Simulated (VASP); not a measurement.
# Al2O3 (R-3c) in VASP: notebook

The runs below take Al2O3 through single point, with PBEsol.

Everything below comes from runs of VASP 6.6.1. Logs are shortened: lines on timing, memory, paths and dates and some standing lists are left out, and cuts for length are marked.

## Step 1: The cell of the first run

Symmetry: R-3c, No. 167, trigonal system. The conventional cell has a = 4.814 Å, b = 4.814 Å, c = 13.479 Å, α = 90.00°, β = 90.00°, γ = 120.00°. Al (site symmetry 3) has 6 O at 1.89 to 2.01 Å within 2.5 Å. Within 2.5 Å of O (site symmetry 2) lie 4 Al at 1.89 to 2.01 Å.

## Step 2: Single point, PBEsol (volume 9.016 Å^3 an atom, c/a of the conventional cell 2.8001)

Contents of INCAR:

```
SYSTEM = Al2O3
PREC = Accurate
ENCUT = 520
EDIFF = 1E-6
ISMEAR = 0
SIGMA = 0.05
LREAL = .FALSE.
LASPH = .TRUE.
NELM = 100
ALGO = Normal
ISIF = 2
LWAVE = .FALSE.
LCHARG = .FALSE.
GGA = PS
NBANDS = 35
```

Contents of KPOINTS:

```
Automatic mesh
0
G
  6 6 6
  0 0 0
```

Contents of POSCAR:

```
Al2O3
1.0
    2.4068387731      1.3895890135      4.4929261657
   -2.4068387731      1.3895890135      4.4929261657
    0.0000000000     -2.7791780271      4.4929261657
Al O
4 6
Direct
    0.8520350473      0.8520350473      0.8520350473
    0.6479649527      0.6479649527      0.6479649527
    0.1479649527      0.1479649527      0.1479649527
    0.3520350473      0.3520350473      0.3520350473
    0.0558571577      0.4441428423      0.7500000000
    0.7500000000      0.0558571577      0.4441428423
    0.4441428423      0.7500000000      0.0558571577
    0.9441428423      0.5558571577      0.2500000000
    0.2500000000      0.9441428423      0.5558571577
    0.5558571577      0.2500000000      0.9441428423
```

Potentials or basis: VASP PAW PBE potentials, release 64 (Al, O).

The run is started by

```bash
$ cat potpaw_PBE.64/Al/POTCAR potpaw_PBE.64/O/POTCAR > POTCAR
$ mpirun -np 1 vasp_std > vasp.out
```

OUTCAR:

```text
SYSTEM = Al2O3
   PREC = Accurate
   ENCUT = 520
   EDIFF = 1E-6
   ISMEAR = 0
   LREAL = .FALSE.
   LASPH = .TRUE.
   NELM = 100
   ISIF = 2
   GGA = PS

 ion  position               nearest neighbor table
   1  0.852  0.852  0.852-   9 1.89   8 1.89  10 1.89   7 2.01   6 2.01   5 2.01   2 2.75   3 2.82
                             3 2.82   3 2.82   2 3.28   2 3.28   2 3.28
   2  0.648  0.648  0.648-  10 1.89   8 1.89   9 1.89   6 2.01   7 2.01   5 2.01   1 2.75   4 2.82
                             4 2.82   4 2.82   1 3.28   1 3.28   1 3.28
   3  0.148  0.148  0.148-   6 1.89   5 1.89   7 1.89  10 2.01   9 2.01   8 2.01   4 2.75   1 2.82
                             1 2.82   1 2.82   4 3.28   4 3.28   4 3.28
   4  0.352  0.352  0.352-   7 1.89   5 1.89   6 1.89   9 2.01  10 2.01   8 2.01   3 2.75   2 2.82
                             2 2.82   2 2.82   3 3.28   3 3.28   3 3.28
   5  0.056  0.444  0.750-   3 1.89   4 1.89   1 2.01   2 2.01
   6  0.750  0.056  0.444-   3 1.89   4 1.89   2 2.01   1 2.01
   7  0.444  0.750  0.056-   4 1.89   3 1.89   1 2.01   2 2.01
   8  0.944  0.556  0.250-   1 1.89   2 1.89   3 2.01   4 2.01
   9  0.250  0.944  0.556-   1 1.89   2 1.89   4 2.01   3 2.01
  10  0.556  0.250  0.944-   2 1.89   1 1.89   3 2.01   4 2.01

  LATTYP: Found a trigonal (rhomboedric) cell.
 ALAT       =     5.2830120231
 COS(alpha) =     0.5848922938

  Lattice vectors:

 A1 = (   2.4068387731,   1.3895890135,   4.4929261657)
 A2 = (  -2.4068387731,   1.3895890135,   4.4929261657)
 A3 = (   0.0000000000,  -2.7791780271,   4.4929261657)

Analysis of symmetry for initial positions (statically):
=====================================================================
 Subroutine PRICEL returns:
 Original cell was already a primitive cell.

 Routine SETGRP: Setting up the symmetry group for a
 trigonal (rhombohedral) supercell.

 Subroutine GETGRP returns: Found 12 space group operations
 (whereof  6 operations were pure point group operations)
 out of a pool of 12 trial point group operations.

The static configuration has the point symmetry S_6 .
 The point group associated with its full space group is D_3d.

Analysis of symmetry for dynamics (positions and initial velocities):
=====================================================================
 Subroutine PRICEL returns:
 Original cell was already a primitive cell.

 Routine SETGRP: Setting up the symmetry group for a
 trigonal (rhombohedral) supercell.

 Subroutine GETGRP returns: Found 12 space group operations
 (whereof  6 operations were pure point group operations)
 out of a pool of 12 trial point group operations.

The dynamic configuration has the point symmetry S_6 .
 The point group associated with its full space group is D_3d.

 Subroutine INISYM returns: Found 12 space group operations
 (whereof  6 operations are pure point group operations),
 and found     1 'primitive' translations

----------------------------------------------------------------------------------------

                                     Primitive cell

  volume of cell :      90.1600

  direct lattice vectors                    reciprocal lattice vectors
     2.406838773  1.389589013  4.492926166     0.207741377  0.119939540  0.074190699
    -2.406838773  1.389589013  4.492926166    -0.207741377  0.119939540  0.074190699
     0.000000000 -2.779178027  4.492926166     0.000000000 -0.239879079  0.074190699

  length of vectors
     5.283012023  5.283012023  5.283012023     0.251090089  0.251090089  0.251090089

  position of ions in fractional coordinates (direct lattice)
     0.852035047  0.852035047  0.852035047
     0.647964953  0.647964953  0.647964953
     0.147964953  0.147964953  0.147964953
     0.352035047  0.352035047  0.352035047
     0.055857158  0.444142842  0.750000000
     0.750000000  0.055857158  0.444142842
     0.444142842  0.750000000  0.055857158
     0.944142842  0.555857158  0.250000000
     0.250000000  0.944142842  0.555857158
     0.555857158  0.250000000  0.944142842

  ion indices of the primitive-cell ions
   primitive index   ion index
                 1           1
                 2           2
                 3           3
                 4           4
                 5           5
                 6           6
                 7           7
                 8           8
                 9           9
                10          10

----------------------------------------------------------------------------------------

 KPOINTS: Automatic mesh

Automatic generation of k-mesh.
 Grid dimensions read from file:
 generate k-points for:    6    6    6

 Generating k-lattice:

  Cartesian coordinates                     Fractional coordinates (reciprocal lattice)
     0.034623563  0.019989923  0.012365117     0.166666667  0.000000000  0.000000000
    -0.034623563  0.019989923  0.012365117     0.000000000  0.166666667  0.000000000
     0.000000000 -0.039979847  0.012365117     0.000000000  0.000000000  0.166666667

  Length of vectors
     0.041848348  0.041848348  0.041848348

  Shift w.r.t. Gamma in fractional coordinates (k-lattice)
     0.000000000  0.000000000  0.000000000

 Subroutine IBZKPT returns following result:
 ===========================================

 Found     32 irreducible k-points:

 Following reciprocal coordinates:
            Coordinates               Weight
  0.000000  0.000000  0.000000      1.000000
  0.166667  0.000000  0.000000      6.000000
  0.333333  0.000000  0.000000      6.000000
  0.500000  0.000000  0.000000      3.000000
  0.166667  0.166667  0.000000      6.000000
  0.333333  0.166667  0.000000     12.000000
[... 16 lines left out ...]
  0.500000  0.500000  0.166667      6.000000
 -0.333333  0.500000  0.166667     12.000000
 [... further k-points ...]
   k-points           NKPTS =     32   k-points in BZ     NKDIM =     32   number of bands    NBANDS=     35
   number of dos      NEDOS =    301   number of ions     NIONS =     10
   total plane-waves  NPLWV =  64000
   dimension x,y,z NGX =    40 NGY =   40 NGZ =   40
   dimension x,y,z NGXF=    80 NGYF=   80 NGZF=   80
   ions per type =               4   6
   NGX,Y,Z   is equivalent  to a cutoff of  12.59, 12.59, 12.59 a.u.
   NGXF,Y,Z  is equivalent  to a cutoff of  25.17, 25.17, 25.17 a.u.
 SYSTEM =  Al2O3
   PREC   = accura    normal or accurate (medium, high low for compatibility)
   ISTART =      0    job   : 0-new  1-cont  2-samecut
   ICHARG =      2    charge: 1-file 2-atom 10-const
   ISPIN  =      1    spin polarized calculation?
   LNONCOLLINEAR =      F non collinear calculations
   LSORBIT =      F    spin-orbit coupling
   LASPH  =      T    aspherical Exc in radial PAW
   ENCUT  =  520.0 eV  38.22 Ry    6.18 a.u.   9.82  9.82  9.82*2*pi/ulx,y,z
   NELM   =    100;   NELMIN=  2; NELMDL= -5     # of ELM steps
   EDIFF  = 0.1E-05   stopping-criterion for ELM
   LREAL  =      F    real-space projection
[... 7 lines left out ...]
   TEBEG  =    0.0;   TEEND  =   0.0 temperature during run
   PSTRESS=    0.0 pullay stress
   NELECT =      48.0000    total number of electrons
   NUPDOWN=      -1.0000    fix difference up-down
   EMIN   =  10.00;   EMAX   =-10.00  energy-range for DOS
   EFERMI =   0.00;   METHOD = LEGACY
   ISMEAR =     0;   SIGMA  =   0.05  broadening in eV -4-tet -1-fermi 0-gaus
   EFERMI_NEDOS =   21; number of points for ismear=-14 and -15
   IALGO  =     38    algorithm
   IMIX   =      4    mixing-type and parameters
     AMIX     =   0.40;   BMIX     =  1.00
     AMIX_MAG =   1.60;   BMIX_MAG =  1.00
  volume/ion in A,a.u.               =       9.02        60.84
  Fermi-wavevector in a.u.,A,eV,Ry     =   1.326836  2.507357 23.952975  1.760494
  Thomas-Fermi vector in A             =   2.456193
   LORBIT       =      0    0 simple, 1 ext, 2 COOP (PROOUT), +10 PAW based schemes
   GGA     = PS    functional components
   LHFCALC =     F    Hartree Fock is set to
   AEXX    =    0.0000 exact exchange contribution
   IVDW    =     0    specifies the selected vdW correction
   LEPSILON=     F    determine dielectric tensor
   LRPA    =     F    only Hartree local field effects (RPA)
 non-spin polarized calculation
 Gauss-broadening in eV      SIGMA  =   0.05
  energy-cutoff  :      520.00
  volume of cell :       90.16
 maximum number of plane-waves:      2437
   NGX = 19   NGY = 19   NGZ = 19

 number of electron      47.9999990 magnetization

 Free energy of the ion-electron system (eV)
  ---------------------------------------------------
  ext. energy  EPLUGINS =         0.00000000
  ---------------------------------------------------
  free energy    TOTEN  =       -78.46233622 eV

  energy without entropy =      -78.46233622  energy(sigma->0) =      -78.46233622

 E-fermi :   5.6413     XC(G=0): -11.6496

 val. band max:        5.4327968290   @ k =   0.0000   0.0000   0.0000
 cond. band min:      10.8007226609   @ k =   0.0000   0.0000   0.0000
 fundamental gap:      5.3679258319
 Fermi energy:         5.6413376418

 k-point     1 :       0.0000    0.0000    0.0000
  band No.  band energies     occupation
      1     -13.3883      2.00000
      2     -11.3311      2.00000
      3     -10.9454      2.00000
      4     -10.9454      2.00000
      5     -10.6605      2.00000
      6     -10.6605      2.00000
[... 27 lines left out ...]
     34      18.2306      0.00000
     35      19.1526      0.00000

 k-point     2 :       0.1667    0.0000    0.0000
  band No.  band energies     occupation
      1     -13.2525      2.00000
      2     -11.3530      2.00000
      3     -11.0573      2.00000
      4     -10.9730      2.00000
      5     -10.7255      2.00000
      6     -10.6780      2.00000
[... 27 lines left out ...]
     34      17.8177      0.00000
     35      18.9138      0.00000
[... 796 lines left out ...]
     34      18.2377      0.00000
     35      18.3730      0.00000

 k-point    24 :      -0.3333    0.5000    0.1667
  band No.  band energies     occupation
      1     -12.1773      2.00000
      2     -11.8402      2.00000
      3     -11.5818      2.00000
      4     -11.3747      2.00000
      5     -10.8680      2.00000
      6     -10.6685      2.00000
[... 27 lines left out ...]
     34      18.2062      0.00000
     35      18.3340      0.00000

 [... further k-points ...]
[... 5 lines left out ...]
  --------------------------------------------------------------------------------------
  -------------------------------------------------------------------------------------
  Total       -4.4574253     -4.4574253     -9.6807834      0.0000000      0.0000000      0.0000000
  in kB      -79.2101354    -79.2101354   -172.0311850      0.0000000      0.0000000      0.0000000
  external PRESSURE =    -110.1504853 kB  Pullay stress =       0.0000000 kB

 VOLUME and BASIS-vectors are now :
 -----------------------------------------------------------------------------
  energy-cutoff  :      520.00
  volume of cell :       90.16
      direct lattice vectors                 reciprocal lattice vectors
     2.406838773  1.389589013  4.492926166     0.207741377  0.119939540  0.074190699
    -2.406838773  1.389589013  4.492926166    -0.207741377  0.119939540  0.074190699
     0.000000000 -2.779178027  4.492926166     0.000000000 -0.239879079  0.074190699

 POSITION                                       TOTAL-FORCE (eV/Angst)
 -----------------------------------------------------------------------------------
      0.00000     -0.00000     11.48439         0.000000      0.000000     -0.111876
      0.00000     -0.00000      8.73378         0.000000     -0.000000      0.111876
      0.00000     -0.00000      1.99439         0.000000     -0.000000      0.111876
      0.00000     -0.00000      4.74500         0.000000      0.000000     -0.111876
     -0.93454     -1.38959      5.61616         0.005527     -0.000000      0.000000
      1.67069     -0.11454      5.61616        -0.002764      0.004787      0.000000
     -0.73615      1.50413      5.61616        -0.002764     -0.004787      0.000000
      0.93454      1.38959      7.86262        -0.005527     -0.000000      0.000000
     -1.67069      0.11454      7.86262         0.002764     -0.004787      0.000000
      0.73615     -1.50413      7.86262         0.002764      0.004787      0.000000
 -----------------------------------------------------------------------------------
    total drift:                               -0.000000      0.000000      0.000000

  FREE ENERGIE OF THE ION-ELECTRON SYSTEM (eV)
  ---------------------------------------------------
  free  energy   TOTEN  =       -78.4623362226 eV

  energy  without entropy=      -78.4623362226  energy(sigma->0) =      -78.46233622
```

Run time: 59 s. Hardware: 1 thread of Intel Xeon 6975P-C (Granite Rapids), shared host; peak memory 0.27 GiB.

Results:

- Free energy: -78.4623 eV
- Pressure: -11.0 GPa
- Largest force: 0.112 eV/Å
- Band gap on the k mesh: 5.37 eV, direct

Forces on the atoms (eV/Å):
```
Al   0.000  0.000 -0.112
Al   0.000  0.000  0.112
Al   0.000  0.000  0.112
Al   0.000  0.000 -0.112
O    0.006  0.000  0.000
O   -0.003  0.005  0.000
O   -0.003 -0.005  0.000
O   -0.006  0.000  0.000
O    0.003 -0.005  0.000
O    0.003  0.005  0.000
```

Stress tensor (GPa, compression positive):
```
 -7.92   0.00   0.00
  0.00  -7.92   0.00
  0.00   0.00 -17.20
```

Caveat: the PAW data sets were made with another functional, which shifts forces and pressure a little.

## Step 3: Single point, PBEsol (volume 9.016 Å^3 an atom, c/a of the conventional cell 2.6543)

Contents of INCAR:

```
SYSTEM = Al2O3
PREC     = Accurate       ! precision mode
ENCUT    = 520            ! plane-wave cutoff, eV
EDIFF    = 1E-6           ! SCF threshold, eV
ISMEAR   = 0              ! smearing method
SIGMA    = 0.05           ! smearing width, eV
LREAL    = .FALSE.        ! projectors in reciprocal space
LASPH    = .TRUE.         ! aspherical terms in the spheres
NELM     = 60             ! most SCF steps
ALGO     = Normal         ! electronic algorithm
ISIF     = 2              ! what is computed and relaxed
LWAVE    = .FALSE.        ! write WAVECAR
LCHARG   = .FALSE.        ! write CHGCAR
GGA      = PS             ! functional
NBANDS   = 35             ! bands
```

Contents of KPOINTS:

```
regular mesh
0
G
  6 6 6
  0 0 0
```

POSCAR: that of step 2 with these lines changed.

```diff
@@ -2,5 +2,5 @@
 1.0
-    2.4068387731      1.3895890135      4.4929261657
-   -2.4068387731      1.3895890135      4.4929261657
-    0.0000000000     -2.7791780271      4.4929261657
+    2.4501246370      1.4145801187      4.3355772160
+   -2.4501246370      1.4145801187      4.3355772160
+    0.0000000000     -2.8291602374      4.3355772160
 Al O
```

Potentials or basis: VASP PAW PBE potentials, release 64 (Al, O).

The run is started by

```bash
$ cat potpaw_PBE.64/Al/POTCAR potpaw_PBE.64/O/POTCAR > POTCAR
$ mpirun -np 1 vasp_std > vasp.out
```

OUTCAR:

```text
SYSTEM = Al2O3
   PREC = Accurate
   ENCUT = 520
   EDIFF = 1E-6
   ISMEAR = 0
   LREAL = .FALSE.
   LASPH = .TRUE.
   NELM = 60
   ISIF = 2
   GGA = PS

 ion  position               nearest neighbor table
   1  0.852  0.852  0.852-   9 1.90   8 1.90  10 1.90   7 2.00   6 2.00   5 2.00   2 2.65   3 2.87
                             3 2.87   3 2.87   2 3.29   2 3.29   2 3.29
   2  0.648  0.648  0.648-  10 1.90   8 1.90   9 1.90   7 2.00   6 2.00   5 2.00   1 2.65   4 2.87
                             4 2.87   4 2.87   1 3.29   1 3.29   1 3.29
   3  0.148  0.148  0.148-   6 1.90   5 1.90   7 1.90   9 2.00  10 2.00   8 2.00   4 2.65   1 2.87
[... 1142 lines left out ...]
  external PRESSURE =    -115.5256448 kB  Pullay stress =       0.0000000 kB

 VOLUME and BASIS-vectors are now :
 -----------------------------------------------------------------------------
  energy-cutoff  :      520.00
  volume of cell :       90.16
      direct lattice vectors                 reciprocal lattice vectors
     2.450124637  1.414580119  4.335577216     0.204071251  0.117820592  0.076883265
    -2.450124637  1.414580119  4.335577216    -0.204071251  0.117820592  0.076883265
     0.000000000 -2.829160237  4.335577216     0.000000000 -0.235641184  0.076883265

 POSITION                                       TOTAL-FORCE (eV/Angst)
 -----------------------------------------------------------------------------------
      0.00000      0.00000     11.08219        -0.000000     -0.000000      0.189008
      0.00000      0.00000      8.42791        -0.000000     -0.000000     -0.189008
      0.00000      0.00000      1.92454        -0.000000     -0.000000     -0.189008
      0.00000      0.00000      4.57883        -0.000000     -0.000000      0.189008
     -0.95135     -1.41458      5.41947        -0.118917     -0.000000     -0.000000
      1.70074     -0.11660      5.41947         0.059459     -0.102986     -0.000000
     -0.74939      1.53118      5.41947         0.059459      0.102986     -0.000000
      0.95135      1.41458      7.58726         0.118917     -0.000000     -0.000000
     -1.70074      0.11660      7.58726        -0.059459      0.102986     -0.000000
      0.74939     -1.53118      7.58726        -0.059459     -0.102986     -0.000000
 -----------------------------------------------------------------------------------
    total drift:                                0.000000      0.000000     -0.000000

  FREE ENERGIE OF THE ION-ELECTRON SYSTEM (eV)
  ---------------------------------------------------
  free  energy   TOTEN  =       -78.4475257926 eV

  energy  without entropy=      -78.4475257926  energy(sigma->0) =      -78.44752579
```

stdout:

```text
POSCAR found type information on POSCAR AlO
 POSCAR found :  2 types and      10 ions
 scaLAPACK will be used
 -----------------------------------------------------------------------------
|                                                                             |
|                                                                             |
|     You enforced a specific xc type in the INCAR file but a different       |
|     I HOPE YOU KNOW WHAT YOU ARE DOING!                                     |
|                                                                             |
 -----------------------------------------------------------------------------

 LDA part: xc-table for (Slater+PW92), standard interpolation
 POSCAR, INCAR and KPOINTS ok, starting setup
 FFT: planning ... GRIDC
 FFT: planning ... GRID_SOFT
 FFT: planning ... GRID
 WAVECAR not read
 entering main loop
```

It took 57 s on 1 thread of Intel Xeon 6975P-C (Granite Rapids), shared host; peak memory 0.25 GiB.

What came out:

| Item | Value |
| --- | --- |
| Free energy | -78.4475 eV |
| Pressure | -11.6 GPa |
| Largest force | 0.189 eV/Å |
| Band gap on the k mesh | 5.21 eV, direct |

Forces in eV/Å, atoms in the order of the input:
```
Al   0.000  0.000  0.189
Al   0.000  0.000 -0.189
Al   0.000  0.000 -0.189
Al   0.000  0.000  0.189
O   -0.119  0.000  0.000
O    0.059 -0.103  0.000
O    0.059  0.103  0.000
O    0.119  0.000  0.000
O   -0.059  0.103  0.000
O   -0.059 -0.103  0.000
```

Stress tensor (GPa, compression positive):
```
-15.09   0.00   0.00
  0.00 -15.09   0.00
  0.00   0.00  -4.47
```

Caveat: the PAW data sets were made with another functional, which shifts forces and pressure a little.

[end of part 1 of 2]
